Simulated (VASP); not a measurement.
# GaSb in VASP: relaxation of the atoms with PBE+D3(BJ)

Aim: the relaxation of the atoms of GaSb with PBE+D3(BJ).

Everything below comes from runs of VASP 6.6.1. Logs are shortened: lines on timing, memory, paths and dates and some standing lists are left out, and cuts for length are marked.

### Step 1. The cell of the first run

The cell holds a slab with vacuum, 4 atoms: a = 4.334 Å, b = 4.334 Å, c = 18.424 Å, α = 90.00°, β = 90.00°, γ = 120.00°.

### Step 2. Relaxation of the atoms, PBE+D3(BJ)

Input file INCAR:

```
PREC = Accurate ; ENCUT = 520
EDIFF = 1E-6 ; ISMEAR = 0
SIGMA = 0.1 ; LREAL = F
LASPH = T ; NELM = 80
ALGO = Normal ; ISIF = 2
LWAVE = F ; LCHARG = F
LDIPOL = T ; IDIPOL = 3
DIPOL = 0.5 0.5 0.500 ; GGA = PE
IVDW = 12 ; IBRION = 2
NSW = 70 ; EDIFFG = -0.03
LUSENCCL = F
```

Input file KPOINTS:

```
regular mesh
0
Gamma
  9 9 1
```

Input file POSCAR:

```
GaSb
1.0
    4.3343814621      0.0000000000      0.0000000000
   -2.1671907311      3.7536844559      0.0000000000
    0.0000000000      0.0000000000     18.4237595553
Sb Ga
2 2
Selective dynamics
Direct
    0.0000000000      0.0000000000      0.3799441682  F F F
    0.3333333333      0.6666666667      0.5720334991  T T T
    0.3333333333      0.6666666667      0.4279665009  F F F
    0.6666666667      0.3333333333      0.6200558318  T T T
```

Potentials or basis: VASP PAW PBE potentials, release 64 (Sb, Ga_d).

Command:

```bash
$ cat potpaw_PBE.64/Sb/POTCAR potpaw_PBE.64/Ga_d/POTCAR > POTCAR
$ mpirun -np 1 vasp_std > vasp.out
```

OUTCAR:

```text
PREC = Accurate
   ENCUT = 520
   EDIFF = 1E-6
   ISMEAR = 0
   LREAL = F
   LASPH = T
   NELM = 80
   ISIF = 2
   GGA = PE
   IVDW = 12
   IBRION = 2
   NSW = 70
   EDIFFG = -0.03
 IVDW          = 12

 ion  position               nearest neighbor table
   1  0.000  0.000  0.380-   3 2.65   3 2.65   3 2.65
   2  0.333  0.667  0.572-   4 2.65   4 2.65   4 2.65   3 2.65
   3  0.333  0.667  0.428-   1 2.65   1 2.65   1 2.65   2 2.65
   4  0.667  0.333  0.620-   2 2.65   2 2.65   2 2.65

  LATTYP: Found a hexagonal cell.
 ALAT       =     4.3343814621
 C/A-ratio  =     4.2506087008

  Lattice vectors:

 A1 = (   4.3343814621,   0.0000000000,   0.0000000000)
 A2 = (  -2.1671907311,   3.7536844559,   0.0000000000)
 A3 = (   0.0000000000,   0.0000000000,  18.4237595553)

Analysis of symmetry for initial positions (statically):
=====================================================================
 Subroutine PRICEL returns:
 Original cell was already a primitive cell.

 Routine SETGRP: Setting up the symmetry group for a
 hexagonal supercell.

 Subroutine GETGRP returns: Found  6 space group operations
 (whereof  6 operations were pure point group operations)
 out of a pool of 24 trial point group operations.

The static configuration has the point symmetry C_3v.

Analysis of symmetry for dynamics (positions and initial velocities):
=====================================================================
 Subroutine PRICEL returns:
 Original cell was already a primitive cell.

 Routine SETGRP: Setting up the symmetry group for a
 hexagonal supercell.

 Subroutine GETGRP returns: Found  6 space group operations
 (whereof  6 operations were pure point group operations)
 out of a pool of 24 trial point group operations.

The dynamic configuration has the point symmetry C_3v.

Analysis of constrained symmetry for selective dynamics:
=====================================================================
 Subroutine PRICEL returns:
 Original cell was already a primitive cell.

 Routine SETGRP: Setting up the symmetry group for a
 hexagonal supercell.

 Subroutine GETGRP returns: Found  6 space group operations
 (whereof  6 operations were pure point group operations)
 out of a pool of 24 trial point group operations.

The constrained configuration has the point symmetry C_3v.

 Subroutine INISYM returns: Found  6 space group operations
 (whereof  6 operations are pure point group operations),
 and found     1 'primitive' translations

----------------------------------------------------------------------------------------

                                     Primitive cell

  volume of cell :     299.7527

  direct lattice vectors                    reciprocal lattice vectors
     4.334381462  0.000000000  0.000000000     0.230713427  0.133202459 -0.000000000
    -2.167190731  3.753684456  0.000000000     0.000000000  0.266404918  0.000000000
     0.000000000  0.000000000 18.423759555     0.000000000 -0.000000000  0.054277738

  length of vectors
     4.334381462  4.334381462 18.423759555     0.266404918  0.266404918  0.054277738

  position of ions in fractional coordinates (direct lattice)
     0.000000000  0.000000000  0.379944168
     0.333333333  0.666666667  0.572033499
     0.333333333  0.666666667  0.427966501
     0.666666667  0.333333333  0.620055832

  ion indices of the primitive-cell ions
   primitive index   ion index
                 1           1
                 2           2
                 3           3
                 4           4

----------------------------------------------------------------------------------------

 KPOINTS: regular mesh

Automatic generation of k-mesh.
 Grid dimensions read from file:
 generate k-points for:    9    9    1

 Generating k-lattice:

  Cartesian coordinates                     Fractional coordinates (reciprocal lattice)
     0.025634825  0.014800273 -0.000000000     0.111111111 -0.000000000  0.000000000
     0.000000000  0.029600546  0.000000000     0.000000000  0.111111111  0.000000000
     0.000000000 -0.000000000  0.054277738     0.000000000  0.000000000  1.000000000

  Length of vectors
     0.029600546  0.029600546  0.054277738

  Shift w.r.t. Gamma in fractional coordinates (k-lattice)
     0.000000000  0.000000000  0.000000000

 Subroutine IBZKPT returns following result:
 ===========================================

 Found     12 irreducible k-points:

 Following reciprocal coordinates:
            Coordinates               Weight
  0.000000  0.000000  0.000000      1.000000
  0.111111  0.000000  0.000000      6.000000
  0.222222  0.000000  0.000000      6.000000
  0.333333  0.000000  0.000000      6.000000
  0.444444  0.000000  0.000000      6.000000
  0.111111  0.111111  0.000000      6.000000
  0.222222  0.111111  0.000000     12.000000
  0.333333  0.111111  0.000000     12.000000
  0.444444  0.111111  0.000000      6.000000
  0.222222  0.222222  0.000000      6.000000
  0.333333  0.222222  0.000000     12.000000
  0.333333  0.333333  0.000000      2.000000
   k-points           NKPTS =     12   k-points in BZ     NKDIM =     12   number of bands    NBANDS=     22
   number of dos      NEDOS =    301   number of ions     NIONS =      4
   total plane-waves  NPLWV = 143360
   dimension x,y,z NGX =    32 NGY =   32 NGZ =  140
   dimension x,y,z NGXF=    64 NGYF=   64 NGZF=  280
   ions per type =               2   2
   NGX,Y,Z   is equivalent  to a cutoff of  12.27, 12.27, 12.63 a.u.
   NGXF,Y,Z  is equivalent  to a cutoff of  24.55, 24.55, 25.27 a.u.
 SYSTEM =  unknown system
   PREC   = accura    normal or accurate (medium, high low for compatibility)
   ISTART =      0    job   : 0-new  1-cont  2-samecut
   ICHARG =      2    charge: 1-file 2-atom 10-const
   ISPIN  =      1    spin polarized calculation?
   LNONCOLLINEAR =      F non collinear calculations
   LSORBIT =      F    spin-orbit coupling
   LASPH  =      T    aspherical Exc in radial PAW
   ENCUT  =  520.0 eV  38.22 Ry    6.18 a.u.   8.06  8.06 34.26*2*pi/ulx,y,z
   NELM   =     80;   NELMIN=  2; NELMDL= -5     # of ELM steps
   EDIFF  = 0.1E-05   stopping-criterion for ELM
   LREAL  =      F    real-space projection
   EDIFFG = -.3E-01   stopping-criterion for IOM
   NSW    =     70    number of steps for IOM
   IBRION =      2    ionic relax: 0-MD 1-quasi-New 2-CG
   NFREE  =      1    steps in history (QN), initial steepest desc. (CG)
   ISIF   =      2    stress and relaxation
   ISYM   =      2    0-nonsym 1-usesym 2-fastsym
   POTIM  = 0.5000    time-step for ionic-motion
   TEBEG  =    0.0;   TEEND  =   0.0 temperature during run
   PSTRESS=    0.0 pullay stress
   NELECT =      36.0000    total number of electrons
   NUPDOWN=      -1.0000    fix difference up-down
   EMIN   =  10.00;   EMAX   =-10.00  energy-range for DOS
   EFERMI =   0.00;   METHOD = LEGACY
   ISMEAR =     0;   SIGMA  =   0.10  broadening in eV -4-tet -1-fermi 0-gaus
   EFERMI_NEDOS =   21; number of points for ismear=-14 and -15
   IALGO  =     38    algorithm
   IMIX   =      4    mixing-type and parameters
     AMIX     =   0.40;   BMIX     =  1.00
     AMIX_MAG =   1.60;   BMIX_MAG =  1.00
  volume/ion in A,a.u.               =      74.94       505.71
  Fermi-wavevector in a.u.,A,eV,Ry     =   0.807708  1.526348  8.876344  0.652393
  Thomas-Fermi vector in A             =   1.916378
   LORBIT       =      0    0 simple, 1 ext, 2 COOP (PROOUT), +10 PAW based schemes
   GGA     = PE    functional components
   LHFCALC =     F    Hartree Fock is set to
   AEXX    =    0.0000 exact exchange contribution
   IVDW    =    12    specifies the selected vdW correction
   LEPSILON=     F    determine dielectric tensor
   LRPA    =     F    only Hartree local field effects (RPA)
 conjugate gradient relaxation of ions
 non-spin polarized calculation
 Gauss-broadening in eV      SIGMA  =   0.10
  energy-cutoff  :      520.00
  volume of cell :      299.75
 maximum number of plane-waves:      8098
   NGX = 17   NGY = 17   NGZ = 69

--------------------------------------- Ionic step        1  -------------------------------------------

 number of electron      36.0000008 magnetization

 Free energy of the ion-electron system (eV)
  ---------------------------------------------------
  ext. energy  EPLUGINS =         0.00000000
  ---------------------------------------------------
  free energy    TOTEN  =       -13.42631531 eV

  energy without entropy =      -13.42231190  energy(sigma->0) =      -13.42431361

------------------------ aborting loop because EDIFF is reached ----------------------------------------

 Edisp (eV)   -0.90203

 E8    (eV) :    -0.4414

  FORCE on cell =-STRESS in cart. coord.  units (eV):
  Direction    XX          YY          ZZ          XY          YZ          ZX
  --------------------------------------------------------------------------------------
  -------------------------------------------------------------------------------------
  Total      -0.23805    -0.23805     1.10060     0.00000     0.00000     0.00000
  in kB      -1.27236    -1.27236     5.88271     0.00000     0.00000     0.00000
  external pressure =        1.11 kB  Pullay stress =        0.00 kB
[... 275 lines left out ...]
  energy  without entropy=      -14.3769550565  energy(sigma->0) =      -14.37880691

--------------------------------------- Ionic step        8  -------------------------------------------

 number of electron      35.9999999 magnetization

 dipolmoment           0.000000      0.000000     -0.124818 electrons x Angstroem

 Free energy of the ion-electron system (eV)
  ---------------------------------------------------
  ext. energy  EPLUGINS =         0.00000000
  ---------------------------------------------------
  free energy    TOTEN  =       -13.49557758 eV

  energy without entropy =      -13.49178295  energy(sigma->0) =      -13.49368026

 E-fermi :  -0.7267     XC(G=0):  -4.2543

 val. band max:       -0.9377363690   @ k =   0.1111   0.0000   0.0000
 cond. band min:      -0.7247196682   @ k =   0.0000   0.0000   0.0000
 fundamental gap:      0.2130167008
 Fermi energy:        -0.7266691414

 k-point     1 :       0.0000    0.0000    0.0000
  band No.  band energies     occupation
      1     -16.3267      2.00000
      2     -16.2801      2.00000
      3     -16.2801      2.00000
      4     -16.2202      2.00000
      5     -16.2202      2.00000
      6     -15.4609      2.00000
[... 289 lines left out ...]
     21       2.8243      0.00000
     22       3.3610      0.00000

------------------------ aborting loop because EDIFF is reached ----------------------------------------

 vacuum level on the upper side and lower side of the slab       (xc-potential included)        -0.948         0.463

 Edisp (eV)   -0.88730

 E8    (eV) :    -0.4333

  FORCE on cell =-STRESS in cart. coord.  units (eV):
  Direction    XX          YY          ZZ          XY          YZ          ZX
  --------------------------------------------------------------------------------------
  -------------------------------------------------------------------------------------
  Total       0.13277     0.13277    -0.06555    -0.00000     0.00000    -0.00000
  in kB       0.70963     0.70963    -0.35039    -0.00000     0.00000    -0.00000
  external pressure =        0.36 kB  Pullay stress =        0.00 kB
[... 19 lines left out ...]
  FREE ENERGIE OF THE ION-ELECTRON SYSTEM (eV)
  ---------------------------------------------------
  free  energy   TOTEN  =       -14.3828762148 eV

  energy  without entropy=      -14.3790815820  energy(sigma->0) =      -14.38097890

 reached required accuracy - stopping structural energy minimisation

 vacuum level on the upper side and lower side of the slab         2.516         3.961
```

Run time: 3.1 min. Hardware: 1 × NVIDIA H100 80GB with 1 thread of AMD EPYC 7R13 (Zen 3), shared host; peak memory 1.5 GiB.

Results:

```
Free energy                : -14.3829 eV
Energy gained by relaxing  : 13.6 meV/atom
Ionic steps                : 8
Dispersion energy per atom : -0.222 eV
```

Step by step:
| step | energy change (eV) | largest force on free atoms (eV/Å) | pressure (GPa) |
| --- | --- | --- | --- |
| 1 | 0.0000 | 0.8475 | 0.11 |
| 2 | -0.0307 | 0.5125 | 0.12 |
| 3 | -0.0493 | 0.0900 | 0.16 |
| 4 | -0.0495 | 0.1020 | 0.17 |
| 5 | -0.0495 | 0.1065 | 0.17 |
| 6 | -0.0503 | 0.0975 | 0.16 |
| 7 | -0.0523 | 0.0763 | 0.12 |
| 8 | -0.0545 | 0.0278 | 0.04 |

Final structure:
```
CELL_PARAMETERS angstrom
4.33438 0.00000 0.00000
-2.16719 3.75368 0.00000
0.00000 0.00000 18.42376
ATOMIC_POSITIONS crystal
Sb 0.00000 0.00000 0.37994
Sb 0.33333 0.66667 0.58016
Ga 0.33333 0.66667 0.42797
Ga 0.66667 0.33333 0.62149
```

Caveat: spin-orbit coupling is left out, which moves the levels of the heavy elements.
